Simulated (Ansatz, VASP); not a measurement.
**KF: VASP beside Ansatz**

```xyz
2
Lattice="0.0000 2.5817 2.3881 2.6269 0.0000 2.3881 2.6269 2.5817 0.0000" Properties=species:S:1:pos:R:3 pbc="T T T"
K     0.0000    0.0000    0.0000
F     2.6269    2.5817    2.3881
```

Change from the starting cell: normal strain along x +0.0175, normal strain along z -0.0750.

Alike in both runs: task single point; functional LDA; k mesh 8 × 8 × 8; occupations gaussian, width 0.05 eV; no spin polarisation.

|  | VASP | Ansatz |
| --- | --- | --- |
| version | VASP 6.6.1 | Ansatz 0.2.0 |
| potentials or method | VASP PAW LDA potentials, release 64 (K_sv, F), cutoff 520 eV | scalar-relativistic, plane waves, PAW |
| valence electrons in the cell | 16 | 16 |

VASP gave:

```
gap on the k mesh at the Fermi level (eV)                     : 6.37
least direct gap on the mesh (eV)                             : 6.40
pressure (GPa)                                                : 4.7
traceless stress, the component that is largest in VASP (GPa) : 7.79
```

Problem. Estimate Ansatz's values.

Solution. gap on the k mesh at the Fermi level (eV): 6.39; least direct gap on the mesh (eV): 6.43; pressure (GPa): 4.3; traceless stress, the component that is largest in VASP (GPa): 7.42.

LDA's correlation is that of Perdew and Zunger in VASP and of Perdew and Wang (1992) in Ansatz.
